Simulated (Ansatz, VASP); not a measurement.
**CuSn2O2 in VASP and in Ansatz**

```
CELL_PARAMETERS angstrom
3.82017 0.00000 0.00000
0.00000 3.82017 0.00000
0.00000 0.00000 19.36304
ATOMIC_POSITIONS crystal
Sn 0.50000 0.00000 0.20658
Sn 0.00000 0.50000 0.32862
O 0.00000 0.00000 0.26760
O 0.50000 0.50000 0.26760
Cu 0.00000 0.62500 0.44224
```

Alike in both runs: task single point; functional PBE; dispersion D3(BJ); k mesh 7 × 7 × 1; occupations gaussian, width 0.05 eV; collinear spin.

|  | VASP | Ansatz |
| --- | --- | --- |
| version | VASP 6.6.1 | Ansatz 0.2.0 |
| potentials or method | VASP PAW PBE potentials, release 64 (Sn_d, O, Cu), cutoff 520 eV | scalar-relativistic, plane waves, PAW |
| valence electrons in the cell | 51 | 59 |

```tsv
	VASP	Ansatz	Ansatz less VASP
gap on the k mesh at the Fermi level (eV)	none	none	-
rms of the force components (eV/Å)	0.960	0.955	-0.0042
net moment per atom (μB)	0.03	0.03	-0.001
size of the moment on the site where the two differ most (μB)	0.03	0.02	-0.012
work function, face that differs most (eV)	4.23	4.24	+0.018
```

Site moments also hang on the region over which each program counts them. A gap of «none» marks a metal or a gap that the smearing closes. VASP's potentials hold 51 valence electrons a cell and Ansatz's 59, so a difference there can come from the potentials and not from the codes.
